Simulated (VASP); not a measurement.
# Ni (P6_3/mmc) in VASP: single point with r2SCAN

Aim: the single point of Ni with r2SCAN.

Everything below comes from runs of VASP 6.6.1. Logs are shortened: lines on timing, memory, paths and dates and some standing lists are left out, and cuts for length are marked.

**1. The cell of the first run**

Symmetry: P6_3/mmc, No. 194, hexagonal system. Conventional cell: a = 2.448 Å, b = 2.448 Å, c = 4.068 Å, α = 90.00°, β = 90.00°, γ = 120.00°. Ni (site symmetry -6m2) has 12 Ni at 2.45 to 2.48 Å within 3.2 Å.

This isn't the form of Ni at room conditions, which is fcc.

**2. Single point, r2SCAN, collinear spin, ferromagnetic start**

Contents of POSCAR:

```
Ni
1.0
    2.4476638490      0.0000000000      0.0000000000
   -1.2238319245      2.1197390732      0.0000000000
    0.0000000000      0.0000000000      4.0677775854
Ni
2
Direct
    0.3333333333      0.6666666667      0.2500000000
    0.6666666667      0.3333333333      0.7500000000
```

Contents of INCAR.step1:

```
PREC = Accurate
ENCUT = 520
ISMEAR = 0
SIGMA = 0.1
LREAL = False
LASPH = True
NELM = 150
ISPIN = 2
MAGMOM = 0.82 0.82
LMAXMIX = 4
NBANDS = 21
GGA = PE
ALGO = Normal
EDIFF = 1E-4
LWAVE = True
LCHARG = False
```

Contents of INCAR.step2:

```
PREC = Accurate
ENCUT = 520
EDIFF = 1E-7
ISMEAR = 0
SIGMA = 0.1
LREAL = False
LASPH = True
NELM = 150
ALGO = Normal
ISIF = 2
LWAVE = False
LCHARG = False
ISPIN = 2
MAGMOM = 0.82 0.82
LORBIT = 11
LMAXMIX = 4
METAGGA = R2SCAN
LMIXTAU = True
NBANDS = 21
ISTART = 1
```

Contents of KPOINTS:

```
Automatic mesh
0
Gamma
  18 18 10
```

Potentials or basis: VASP PAW PBE potentials, release 64 (Ni).

On the command line:

```console
cat potpaw_PBE.64/Ni/POTCAR > POTCAR
cp INCAR.step1 INCAR
mpirun -np 1 vasp_std > vasp.out
cp INCAR.step2 INCAR
mpirun -np 1 vasp_std > vasp.out
```

OUTCAR:

```text
PREC = Accurate
   ENCUT = 520
   EDIFF = 1E-7
   ISMEAR = 0
   LREAL = False
   LASPH = True
   NELM = 150
   ISIF = 2
   ISPIN = 2
   LORBIT = 11
   METAGGA = R2SCAN
   ISTART = 1

 ion  position               nearest neighbor table
   1  0.333  0.667  0.250-   2 2.48   2 2.48   2 2.48   2 2.48   2 2.48   2 2.48
   2  0.667  0.333  0.750-   1 2.48   1 2.48   1 2.48   1 2.48   1 2.48   1 2.48

  LATTYP: Found a hexagonal cell.
 ALAT       =     2.4476638490
 C/A-ratio  =     1.6619020570

  Lattice vectors:

 A1 = (   2.4476638490,   0.0000000000,   0.0000000000)
 A2 = (  -1.2238319245,   2.1197390732,   0.0000000000)
 A3 = (   0.0000000000,   0.0000000000,   4.0677775854)

Analysis of symmetry for initial positions (statically):
=====================================================================
 Subroutine PRICEL returns:
 Original cell was already a primitive cell.

 Routine SETGRP: Setting up the symmetry group for a
 hexagonal supercell.

 Subroutine GETGRP returns: Found 24 space group operations
 (whereof 12 operations were pure point group operations)
 out of a pool of 24 trial point group operations.

The static configuration has the point symmetry D_3d.
 The point group associated with its full space group is D_6h.

Analysis of symmetry for dynamics (positions and initial velocities):
=====================================================================
 Subroutine PRICEL returns:
 Original cell was already a primitive cell.

 Routine SETGRP: Setting up the symmetry group for a
 hexagonal supercell.

 Subroutine GETGRP returns: Found 24 space group operations
 (whereof 12 operations were pure point group operations)
 out of a pool of 24 trial point group operations.

The dynamic configuration has the point symmetry D_3d.
 The point group associated with its full space group is D_6h.

Analysis of structural, dynamic, and magnetic symmetry:
=====================================================================
 Subroutine PRICEL returns:
 Original cell was already a primitive cell.

 Routine SETGRP: Setting up the symmetry group for a
 hexagonal supercell.

 Subroutine GETGRP returns: Found 24 space group operations
 (whereof 12 operations were pure point group operations)
 out of a pool of 24 trial point group operations.

The overall configuration has the point symmetry D_3d.
 The point group associated with its full space group is D_6h.

 Subroutine INISYM returns: Found 24 space group operations
 (whereof 12 operations are pure point group operations),
 and found     1 'primitive' translations
[... 116 lines left out ...]
  volume/ion in A,a.u.               =      10.55        71.21
  Fermi-wavevector in a.u.,A,eV,Ry     =   1.608006  3.038691 35.180363  2.585684
  Thomas-Fermi vector in A             =   2.703944
   LORBIT       =     11    0 simple, 1 ext, 2 COOP (PROOUT), +10 PAW based schemes
   METAGGA = R2SCAN    functional components
   LHFCALC =     F    Hartree Fock is set to
   AEXX    =    0.0000 exact exchange contribution
   IVDW    =     0    specifies the selected vdW correction
   LEPSILON=     F    determine dielectric tensor
   LRPA    =     F    only Hartree local field effects (RPA)
 spin polarized calculation
 Gauss-broadening in eV      SIGMA  =   0.10
  energy-cutoff  :      520.00
  volume of cell :       21.11
 maximum number of plane-waves:       592
   NGX =  9   NGY =  9   NGZ = 15

 number of electron      19.9999995 magnetization       1.4136043

 Free energy of the ion-electron system (eV)
  ---------------------------------------------------
  ext. energy  EPLUGINS =         0.00000000
  ---------------------------------------------------
  free energy    TOTEN  =       -23.80521865 eV

  energy without entropy =      -23.78917839  energy(sigma->0) =      -23.79719852

 E-fermi :   9.7178     XC(G=0): -14.5900

 val. band max:        9.7172816958   @ k =   0.3333   0.2778   0.0000
 cond. band min:       9.7224340284   @ k =   0.3889   0.0556   0.0000
 fundamental gap:      0.0051523325
 Fermi energy:         9.7178302658

 spin component 1

 k-point     1 :       0.0000    0.0000    0.0000
  band No.  band energies     occupation
      1       0.1254      1.00000
      2       4.2824      1.00000
      3       6.6646      1.00000
      4       6.8769      1.00000
      5       6.8771      1.00000
      6       7.1397      1.00000
[... 565 lines left out ...]
     20      36.0359      0.00000
     21      41.5592      0.00000

 [... further k-points ...]

 spin component 2

 k-point     1 :       0.0000    0.0000    0.0000
  band No.  band energies     occupation
      1      -0.1139      1.00000
      2       4.9987      1.00000
      3       8.0104      1.00000
      4       8.0106      1.00000
      5       8.1039      1.00000
      6       8.3057      1.00000
[... 565 lines left out ...]
     20      36.2948      0.00000
     21      41.6305      0.00000

 [... further k-points ...]

------------------------ aborting loop because EDIFF is reached ----------------------------------------

  FORCE on cell =-STRESS in cart. coord.  units (eV):
  Direction    XX          YY          ZZ          XY          YZ          ZX
  --------------------------------------------------------------------------------------
  -------------------------------------------------------------------------------------
  Total        0.0321666      0.0321666      0.0638616      0.0000000      0.0000000      0.0000000
  in kB        2.4418822      2.4418822      4.8479576      0.0000000      0.0000000      0.0000000
  external PRESSURE =       3.2439073 kB  Pullay stress =       0.0000000 kB

 VOLUME and BASIS-vectors are now :
 -----------------------------------------------------------------------------
  energy-cutoff  :      520.00
  volume of cell :       21.11
      direct lattice vectors                 reciprocal lattice vectors
     2.447663849  0.000000000  0.000000000     0.408552833  0.235878088  0.000000000
    -1.223831925  2.119739073  0.000000000     0.000000000  0.471756176  0.000000000
     0.000000000  0.000000000  4.067777585     0.000000000  0.000000000  0.245834483

 POSITION                                       TOTAL-FORCE (eV/Angst)
 -----------------------------------------------------------------------------------
     -0.00000      1.41316      1.01694        -0.000000      0.000000      0.000000
      1.22383      0.70658      3.05083         0.000000      0.000000      0.000000
 -----------------------------------------------------------------------------------
    total drift:                               -0.000000      0.000000     -0.000000

  FREE ENERGIE OF THE ION-ELECTRON SYSTEM (eV)
  ---------------------------------------------------
  free  energy   TOTEN  =       -23.8052186549 eV

  energy  without entropy=      -23.7891783908  energy(sigma->0) =      -23.79719852

 total charge

# of ion       s       p       d       tot
------------------------------------------
    1        0.525   0.543   8.335   9.403
    2        0.525   0.543   8.335   9.403
--------------------------------------------------
tot          1.050   1.087  16.670  18.807

 magnetization (x)

# of ion       s       p       d       tot
------------------------------------------
    1       -0.008  -0.042   0.775   0.725
    2       -0.008  -0.042   0.775   0.725
--------------------------------------------------
tot         -0.016  -0.083   1.550   1.451
```

Wall time 20 min (1 thread of Intel Xeon 8259CL, shared host); peak memory 0.25 GiB.

Results:

| Item | Value |
| --- | --- |
| Free energy | -23.8052 eV |
| Pressure | 0.3 GPa |
| Net moment | 1.41 μB per cell |
| Site moments | Ni +0.72 μB |
| Valence electrons inside the program's atomic spheres | Ni 9.40 |

Levels at points of the mesh, in eV from the Fermi level:
Spin up:
```csv
k point,band 9,band 10,band 11,band 12,band 13,band 14
"(0.00, 0.00, 0.00)",-1.93,-0.98,-0.98,-0.61,5.64,23.90
"(0.50, 0.00, 0.00)",-0.89,-0.82,1.00,3.11,9.74,10.39
"(0.00, 0.00, 0.50)",-1.30,-1.30,-1.30,-1.30,14.69,14.69
"(0.50, 0.00, 0.50)",-0.94,-0.94,1.45,1.45,7.17,7.17
```
Spin down:
```csv
k point,band 7,band 8,band 9,band 10,band 11,band 12
"(0.00, 0.00, 0.00)",-1.41,-1.15,-1.15,-0.80,-0.15,-0.15
"(0.50, 0.00, 0.00)",-1.27,0.03,0.29,0.42,1.87,3.73
"(0.00, 0.00, 0.50)",-1.78,-1.78,-0.42,-0.42,-0.42,-0.42
"(0.50, 0.00, 0.50)",-0.28,-0.28,0.36,0.36,1.59,1.59
```

Caveat: the PAW data sets were made with another functional, which shifts forces and pressure a little.
